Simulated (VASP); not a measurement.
# NiO2 (P-3m1) in VASP: further runs

Runs on NiO2. Level: PBEsol. Tasks: single point.

All numbers are computed with VASP 6.6.1; they aren't measurements. Logs are shortened: lines on timing, memory, paths and dates and some standing lists are left out, and cuts for length are marked.

## Step 1: The cell of the first run

The structure is trigonal, space group P-3m1 (No. 164). The conventional cell has a = 2.730 Å, b = 2.730 Å, c = 5.170 Å, α = 90.00°, β = 90.00°, γ = 120.00°. Within 2.5 Å of Ni (site symmetry -3m) lie 6 O at 1.89 Å. O (site symmetry 3m) has 3 Ni at 1.89 Å within 2.5 Å.

## Step 2: Single point, PBEsol (c/a of the conventional cell at fixed volume 1.8933)

The input, INCAR:

```
SYSTEM = NiO2
PREC = Accurate ; ENCUT = 520
EDIFF = 1E-6 ; ISMEAR = 0
SIGMA = 0.05 ; LREAL = .False.
LASPH = .True. ; NELM = 80
ALGO = Normal ; ISIF = 2
LWAVE = .False. ; LCHARG = .False.
GGA = PS ; NBANDS = 18
```

The input, KPOINTS:

```
regular mesh
0
Gamma
  12 12 6
  0 0 0
```

The input, POSCAR:

```
NiO2
1.0
    2.7304424938      0.0000000000      0.0000000000
   -1.3652212469      2.3646325632      0.0000000000
    0.0000000000      0.0000000000      5.1695467736
Ni O
1 2
Direct
    0.0000000000      0.0000000000      0.5000000000
    0.6666666667      0.3333333333      0.7002287663
    0.3333333333      0.6666666667      0.2997712337
```

Potentials or basis: VASP PAW PBE potentials, release 64 (Ni, O).

On the command line:

```
> cat potpaw_PBE.64/Ni/POTCAR potpaw_PBE.64/O/POTCAR > POTCAR
> mpirun -np 1 vasp_std > vasp.out
```

OUTCAR:

```text
SYSTEM = NiO2
   PREC = Accurate
   ENCUT = 520
   EDIFF = 1E-6
   ISMEAR = 0
   LREAL = .False.
   LASPH = .True.
   NELM = 80
   ISIF = 2
   GGA = PS

 ion  position               nearest neighbor table
   1  0.000  0.000  0.500-   2 1.89   3 1.89   3 1.89   2 1.89   2 1.89   3 1.89
   2  0.667  0.333  0.700-   1 1.89   1 1.89   1 1.89
   3  0.333  0.667  0.300-   1 1.89   1 1.89   1 1.89

  LATTYP: Found a hexagonal cell.
 ALAT       =     2.7304424938
 C/A-ratio  =     1.8933000000

  Lattice vectors:

 A1 = (   2.7304424938,   0.0000000000,   0.0000000000)
 A2 = (  -1.3652212469,   2.3646325632,   0.0000000000)
 A3 = (   0.0000000000,   0.0000000000,   5.1695467736)

Analysis of symmetry for initial positions (statically):
=====================================================================
 Subroutine PRICEL returns:
 Original cell was already a primitive cell.

 Routine SETGRP: Setting up the symmetry group for a
 hexagonal supercell.

 Subroutine GETGRP returns: Found 12 space group operations
 (whereof 12 operations were pure point group operations)
 out of a pool of 24 trial point group operations.

The static configuration has the point symmetry D_3d.

Analysis of symmetry for dynamics (positions and initial velocities):
=====================================================================
 Subroutine PRICEL returns:
 Original cell was already a primitive cell.

 Routine SETGRP: Setting up the symmetry group for a
 hexagonal supercell.

 Subroutine GETGRP returns: Found 12 space group operations
 (whereof 12 operations were pure point group operations)
 out of a pool of 24 trial point group operations.

The dynamic configuration has the point symmetry D_3d.

 Subroutine INISYM returns: Found 12 space group operations
 (whereof 12 operations are pure point group operations),
 and found     1 'primitive' translations

----------------------------------------------------------------------------------------

                                     Primitive cell

  volume of cell :      33.3771

  direct lattice vectors                    reciprocal lattice vectors
     2.730442494  0.000000000  0.000000000     0.366241004  0.211449342  0.000000000
    -1.365221247  2.364632563  0.000000000     0.000000000  0.422898684  0.000000000
     0.000000000  0.000000000  5.169546774     0.000000000  0.000000000  0.193440556

  length of vectors
     2.730442494  2.730442494  5.169546774     0.422898684  0.422898684  0.193440556

  position of ions in fractional coordinates (direct lattice)
     0.000000000  0.000000000  0.500000000
     0.666666667  0.333333333  0.700228766
     0.333333333  0.666666667  0.299771234

  ion indices of the primitive-cell ions
   primitive index   ion index
                 1           1
                 2           2
                 3           3

----------------------------------------------------------------------------------------

 KPOINTS: regular mesh

Automatic generation of k-mesh.
 Grid dimensions read from file:
 generate k-points for:   12   12    6

 Generating k-lattice:

  Cartesian coordinates                     Fractional coordinates (reciprocal lattice)
     0.030520084  0.017620779  0.000000000     0.083333333  0.000000000  0.000000000
     0.000000000  0.035241557  0.000000000     0.000000000  0.083333333  0.000000000
     0.000000000  0.000000000  0.032240093     0.000000000  0.000000000  0.166666667

  Length of vectors
     0.035241557  0.035241557  0.032240093

  Shift w.r.t. Gamma in fractional coordinates (k-lattice)
     0.000000000  0.000000000  0.000000000

 Subroutine IBZKPT returns following result:
 ===========================================

 Found    100 irreducible k-points:

 Following reciprocal coordinates:
            Coordinates               Weight
  0.000000  0.000000  0.000000      1.000000
  0.083333 -0.000000  0.000000      6.000000
  0.166667  0.000000  0.000000      6.000000
  0.250000  0.000000  0.000000      6.000000
  0.333333  0.000000  0.000000      6.000000
  0.416667  0.000000  0.000000      6.000000
[... 16 lines left out ...]
  0.166667  0.000000  0.166667      6.000000
  0.000000  0.166667  0.166667      6.000000
 [... further k-points ...]
   k-points           NKPTS =    100   k-points in BZ     NKDIM =    100   number of bands    NBANDS=     18
   number of dos      NEDOS =    301   number of ions     NIONS =      3
   total plane-waves  NPLWV =  16000
   dimension x,y,z NGX =    20 NGY =   20 NGZ =   40
   dimension x,y,z NGXF=    40 NGYF=   40 NGZF=   80
   ions per type =               1   2
   NGX,Y,Z   is equivalent  to a cutoff of  12.18, 12.18, 12.86 a.u.
   NGXF,Y,Z  is equivalent  to a cutoff of  24.35, 24.35, 25.73 a.u.
 SYSTEM =  NiO2
   PREC   = accura    normal or accurate (medium, high low for compatibility)
   ISTART =      0    job   : 0-new  1-cont  2-samecut
   ICHARG =      2    charge: 1-file 2-atom 10-const
   ISPIN  =      1    spin polarized calculation?
   LNONCOLLINEAR =      F non collinear calculations
   LSORBIT =      F    spin-orbit coupling
   LASPH  =      T    aspherical Exc in radial PAW
   ENCUT  =  520.0 eV  38.22 Ry    6.18 a.u.   5.08  5.08  9.61*2*pi/ulx,y,z
   NELM   =     80;   NELMIN=  2; NELMDL= -5     # of ELM steps
   EDIFF  = 0.1E-05   stopping-criterion for ELM
   LREAL  =      F    real-space projection
   EDIFFG = 0.1E-04   stopping-criterion for IOM
   NSW    =      0    number of steps for IOM
   IBRION =     -1    ionic relax: 0-MD 1-quasi-New 2-CG
   NFREE  =      0    steps in history (QN), initial steepest desc. (CG)
   ISIF   =      2    stress and relaxation
   ISYM   =      2    0-nonsym 1-usesym 2-fastsym
   POTIM  = 0.5000    time-step for ionic-motion
   TEBEG  =    0.0;   TEEND  =   0.0 temperature during run
   PSTRESS=    0.0 pullay stress
   NELECT =      22.0000    total number of electrons
   NUPDOWN=      -1.0000    fix difference up-down
   EMIN   =  10.00;   EMAX   =-10.00  energy-range for DOS
   EFERMI =   0.00;   METHOD = LEGACY
   ISMEAR =     0;   SIGMA  =   0.05  broadening in eV -4-tet -1-fermi 0-gaus
   EFERMI_NEDOS =   21; number of points for ismear=-14 and -15
   IALGO  =     38    algorithm
   IMIX   =      4    mixing-type and parameters
     AMIX     =   0.40;   BMIX     =  1.00
     AMIX_MAG =   1.60;   BMIX_MAG =  1.00
  volume/ion in A,a.u.               =      11.13        75.08
  Fermi-wavevector in a.u.,A,eV,Ry     =   1.424730  2.692350 27.617874  2.029856
  Thomas-Fermi vector in A             =   2.545190
   LORBIT       =      0    0 simple, 1 ext, 2 COOP (PROOUT), +10 PAW based schemes
   GGA     = PS    functional components
   LHFCALC =     F    Hartree Fock is set to
   AEXX    =    0.0000 exact exchange contribution
   IVDW    =     0    specifies the selected vdW correction
   LEPSILON=     F    determine dielectric tensor
   LRPA    =     F    only Hartree local field effects (RPA)
 non-spin polarized calculation
 Gauss-broadening in eV      SIGMA  =   0.05
  energy-cutoff  :      520.00
  volume of cell :       33.38
 maximum number of plane-waves:       915
   NGX = 11   NGY = 11   NGZ = 19

 number of electron      22.0000004 magnetization

 Free energy of the ion-electron system (eV)
  ---------------------------------------------------
  ext. energy  EPLUGINS =         0.00000000
  ---------------------------------------------------
  free energy    TOTEN  =       -18.62603502 eV

  energy without entropy =      -18.62603502  energy(sigma->0) =      -18.62603502

 E-fermi :   2.0482     XC(G=0): -10.5133

 val. band max:        1.7165611914   @ k =   0.0833   0.0833   0.5000
 cond. band min:       2.8169649202   @ k =   0.2500   0.0000   0.3333
 fundamental gap:      1.1004037287
 Fermi energy:         2.0481655440

 k-point     1 :       0.0000    0.0000    0.0000
  band No.  band energies     occupation
      1     -17.4950      2.00000
      2     -15.5074      2.00000
      3      -3.9507      2.00000
      4      -3.1758      2.00000
      5      -3.1758      2.00000
      6      -0.2376      2.00000
[... 10 lines left out ...]
     17      22.5921      0.00000
     18      22.5921      0.00000

 k-point     2 :       0.0833   -0.0000    0.0000
  band No.  band energies     occupation
      1     -17.3990      2.00000
      2     -15.4936      2.00000
      3      -3.8387      2.00000
      4      -3.2591      2.00000
      5      -3.1253      2.00000
      6      -0.4857      2.00000
[... 10 lines left out ...]
     17      21.5811      0.00000
     18      22.7535      0.00000

 k-point     3 :       0.1667    0.0000    0.0000
  band No.  band energies     occupation
      1     -17.1258      2.00000
      2     -15.4575      2.00000
      3      -3.5447      2.00000
      4      -3.4107      2.00000
      5      -2.9939      2.00000
      6      -1.2634      2.00000
[... 10 lines left out ...]
     17      19.8105      0.00000
     18      21.9292      0.00000

 k-point     4 :       0.2500    0.0000    0.0000
  band No.  band energies     occupation
      1     -16.7207      2.00000
      2     -15.4161      2.00000
      3      -3.6232      2.00000
      4      -3.0435      2.00000
      5      -2.8461      2.00000
      6      -2.2485      2.00000
[... 10 lines left out ...]
     17      18.2534      0.00000
     18      20.6771      0.00000

 k-point     5 :       0.3333    0.0000    0.0000
  band No.  band energies     occupation
      1     -16.2605      2.00000
      2     -15.3941      2.00000
      3      -3.9063      2.00000
      4      -3.0576      2.00000
      5      -2.7673      2.00000
      6      -2.3783      2.00000
[... 10 lines left out ...]
     17      17.6447      0.00000
     18      19.6240      0.00000

 k-point     6 :       0.4167    0.0000    0.0000
  band No.  band energies     occupation
      1     -15.8460      2.00000
      2     -15.4264      2.00000
      3      -4.4411      2.00000
      4      -2.9825      2.00000
      5      -2.7680      2.00000
      6      -2.1032      2.00000
[... 10 lines left out ...]
     17      18.0342      0.00000
     18      18.5611      0.00000

 k-point     7 :       0.5000    0.0000    0.0000
  band No.  band energies     occupation
      1     -15.5685      2.00000
      2     -15.5566      2.00000
      3      -4.6802      2.00000
      4      -2.7816      2.00000
      5      -2.7802      2.00000
      6      -2.1795      2.00000
[... 10 lines left out ...]
     17      17.8320      0.00000
     18      18.3475      0.00000

 k-point     8 :       0.0833    0.0833    0.0000
  band No.  band energies     occupation
      1     -17.2144      2.00000
      2     -15.4686      2.00000
      3      -3.6236      2.00000
      4      -3.3825      2.00000
      5      -3.0412      2.00000
      6      -0.8751      2.00000
[... 10 lines left out ...]
     17      20.4097      0.00000
     18      21.7474      0.00000
[... 229 lines left out ...]
     17      16.6687      0.00000
     18      18.7380      0.00000

 k-point    20 :       0.0000    0.0000    0.1667
  band No.  band energies     occupation
      1     -17.4842      2.00000
      2     -15.5264      2.00000
      3      -3.8683      2.00000
      4      -3.1752      2.00000
      5      -3.1752      2.00000
      6      -0.2378      2.00000
[... 10 lines left out ...]
     17      22.5476      0.00000
     18      22.5936      0.00000

 k-point    21 :       0.0833   -0.0000    0.1667
  band No.  band energies     occupation
      1     -17.3884      2.00000
      2     -15.5114      2.00000
      3      -3.7642      2.00000
      4      -3.2595      2.00000
      5      -3.1257      2.00000
      6      -0.4871      2.00000
[... 10 lines left out ...]
     17      21.6091      0.00000
     18      22.3804      0.00000

 k-point    22 :       0.0000    0.0833    0.1667
  band No.  band energies     occupation
      1     -17.3884      2.00000
      2     -15.5116      2.00000
      3      -3.7597      2.00000
      4      -3.2645      2.00000
      5      -3.1238      2.00000
      6      -0.4862      2.00000
[... 10 lines left out ...]
     17      21.5934      0.00000
     18      22.5219      0.00000

 k-point    23 :       0.1667    0.0000    0.1667
  band No.  band energies     occupation
      1     -17.1163      2.00000
      2     -15.4727      2.00000
      3      -3.5765      2.00000
      4      -3.3268      2.00000
      5      -2.9956      2.00000
      6      -1.2675      2.00000
[... 10 lines left out ...]
     17      19.8180      0.00000
     18      21.7805      0.00000

 k-point    24 :       0.0000    0.1667    0.1667
  band No.  band energies     occupation
      1     -17.1155      2.00000
      2     -15.4740      2.00000
      3      -3.4742      2.00000
      4      -3.4265      2.00000
      5      -2.9917      2.00000
      6      -1.2585      2.00000
[... 10 lines left out ...]
     17      19.9008      0.00000
     18      21.8139      0.00000

 [... further k-points ...]

------------------------ aborting loop because EDIFF is reached ----------------------------------------

  FORCE on cell =-STRESS in cart. coord.  units (eV):
  Direction    XX          YY          ZZ          XY          YZ          ZX
  --------------------------------------------------------------------------------------
  -------------------------------------------------------------------------------------
  Total       -0.0419945     -0.0419945     -2.7857223      0.0000000     -0.0000000     -0.0000000
  in kB       -2.0158311     -2.0158311   -133.7208808      0.0000000     -0.0000000     -0.0000000
  external PRESSURE =     -45.9175143 kB  Pullay stress =       0.0000000 kB

 VOLUME and BASIS-vectors are now :
 -----------------------------------------------------------------------------
  energy-cutoff  :      520.00
  volume of cell :       33.38
      direct lattice vectors                 reciprocal lattice vectors
     2.730442494  0.000000000  0.000000000     0.366241004  0.211449342  0.000000000
    -1.365221247  2.364632563  0.000000000     0.000000000  0.422898684  0.000000000
     0.000000000  0.000000000  5.169546774     0.000000000  0.000000000  0.193440556

 POSITION                                       TOTAL-FORCE (eV/Angst)
 -----------------------------------------------------------------------------------
      0.00000      0.00000      2.58477        -0.000000      0.000000     -0.000000
      1.36522      0.78821      3.61987         0.000000      0.000000     -1.331186
     -0.00000      1.57642      1.54968         0.000000      0.000000      1.331186
 -----------------------------------------------------------------------------------
    total drift:                               -0.000000     -0.000000      0.000000

  FREE ENERGIE OF THE ION-ELECTRON SYSTEM (eV)
  ---------------------------------------------------
  free  energy   TOTEN  =       -18.6260350202 eV

  energy  without entropy=      -18.6260350202  energy(sigma->0) =      -18.62603502
```

Wall time 2.3 min (1 thread of AMD EPYC 7R13, shared host); peak memory 0.15 GiB.

Results:

```
Free energy            : -18.6260 eV
Pressure               : -4.6 GPa
Largest force          : 1.331 eV/Å
Band gap on the k mesh : 1.10 eV, indirect (least direct gap 1.22 eV)
```

Forces in eV/Å, atoms in the order of the input:
```
Ni   0.000  0.000  0.000
O    0.000  0.000 -1.331
O    0.000  0.000  1.331
```

Stress tensor (GPa, compression positive):
```
 -0.20   0.00   0.00
  0.00  -0.20   0.00
  0.00   0.00 -13.37
```

Caveat: the PAW data sets were made with another functional, which shifts forces and pressure a little.

## Step 3: Single point, PBEsol (c/a of the conventional cell at fixed volume 1.8219)

The input, INCAR:

```
ALGO     = Normal         # electronic algorithm
EDIFF    = 1E-6           # SCF threshold, eV
ENCUT    = 520            # plane-wave cutoff, eV
GGA      = PS             # functional
ISIF     = 2              # what is computed and relaxed
ISMEAR   = 0              # smearing method
LASPH    = T              # aspherical terms in the spheres
LCHARG   = T              # write CHGCAR
LELF     = T              # ELF
LREAL    = F              # projectors in reciprocal space
LVHAR    = T            
LWAVE    = F              # write WAVECAR
NBANDS   = 18             # bands
NELM     = 60             # most SCF steps
PREC     = Accurate       # precision mode
SIGMA    = 0.05           # smearing width, eV
```

The input, KPOINTS:

```
k-points
0
Gamma
  12 12 6
```

The input, POSCAR:

```
NiO2
1.0
    2.7656549825      0.0000000000      0.0000000000
   -1.3828274913      2.3951274729      0.0000000000
    0.0000000000      0.0000000000      5.0387468126
Ni O
1 2
Direct
    0.0000000000      0.0000000000      0.5000000000
    0.6666666667      0.3333333333      0.7002287663
    0.3333333333      0.6666666667      0.2997712337
```

Potentials or basis: VASP PAW PBE potentials, release 64 (Ni, O).

On the command line:

```
> cat potpaw_PBE.64/Ni/POTCAR potpaw_PBE.64/O/POTCAR > POTCAR
> mpirun -np 1 vasp_std > vasp.out
```

It took 3 min on 1 thread of AMD EPYC 7R13, shared host; peak memory 0.17 GiB.

The run converged. Its results:

- Free energy: -18.6807 eV
- Pressure: -6.3 GPa
- Largest force: 1.148 eV/Å
- Band gap on the k mesh: 1.03 eV, indirect (least direct gap 1.18 eV)

Forces on the atoms (eV/Å):
```
Ni   0.000  0.000  0.000
O    0.000  0.000 -1.148
O    0.000  0.000  1.148
```

Stress tensor (GPa, compression positive):
```
 -3.86   0.00   0.00
  0.00  -3.86   0.00
  0.00   0.00 -11.19
```

Levels at points of the mesh, in eV from the valence-band top:
```csv
k point,band 9,band 10,band 11,band 12,band 13,band 14
"(0.00, 0.00, 0.00)",-0.78,-0.78,-0.44,2.21,2.21,7.56
"(0.50, 0.00, 0.00)",-1.59,-1.50,-0.84,1.72,2.12,12.21
"(0.00, 0.00, 0.50)",-0.79,-0.79,-0.19,2.22,2.22,9.35
"(0.50, 0.00, 0.50)",-1.63,-1.50,-0.88,1.72,2.08,11.75
```

Caveat: the PAW data sets were made with another functional, which shifts forces and pressure a little.

## Step 4: Single point, PBEsol (c/a of the conventional cell at fixed volume 1.8933)

The input, INCAR:

```
PREC = Accurate
ENCUT = 520
EDIFF = 1E-7
ISMEAR = 0
SIGMA = 0.05
LREAL = False
LASPH = True
NELM = 100
ALGO = Normal
ISIF = 2
LWAVE = False
LCHARG = False
GGA = PS
NBANDS = 18
```

The input, KPOINTS:

```
regular mesh
0
Gamma
  12 12 6
```

The input, POSCAR:

```
NiO2
1.0
    2.7304424938      0.0000000000      0.0000000000
   -1.3652212469      2.3646325632      0.0000000000
    0.0000000000      0.0000000000      5.1695467736
Ni O
1 2
Direct
    0.0000000000      0.0000000000      0.5000000000
    0.6666666667      0.3333333333      0.7253664501
    0.3333333333      0.6666666667      0.2746335499
```

On the command line:

```
> cat potpaw_PBE.64/Ni/POTCAR potpaw_PBE.64/O/POTCAR > POTCAR
> mpirun -np 1 vasp_std > vasp.out
```

Wall time 2.2 min (1 thread of AMD EPYC 7R13, shared host); peak memory 0.15 GiB.

It converged, with:

* Free energy: -18.0310 eV
* Pressure: -18.3 GPa
* Largest force: 3.123 eV/Å
* Band gap on the k mesh: 0.88 eV, indirect (least direct gap 0.92 eV)

Forces in eV/Å, atoms in the order of the input:
```
Ni   0.000  0.000  0.000
O    0.000  0.000 -3.123
O    0.000  0.000  3.123
```

Stress tensor (GPa, compression positive):
```
 -9.84   0.00   0.00
  0.00  -9.84   0.00
  0.00   0.00 -35.32
```

Levels at points of the mesh, in eV from the valence-band top:
```
           k point  band 8  band 9  band 10  band 11  band 12  band 13  band 14  band 15
(0.00, 0.00, 0.00)   -0.84   -0.80    -0.26    -0.26     1.91     1.91     6.99    11.43
(0.50, 0.00, 0.00)   -1.65   -1.46    -1.04    -0.45     1.69     1.84    11.01    12.37
(0.00, 0.00, 0.50)   -1.67   -0.51    -0.28    -0.28     1.93     1.93     8.25    10.25
(0.50, 0.00, 0.50)   -1.63   -1.40    -1.04    -0.48     1.70     1.78    10.70    11.92
```

Caveat: the PAW data sets were made with another functional, which shifts forces and pressure a little.

(Continued in part 2 of 2.)
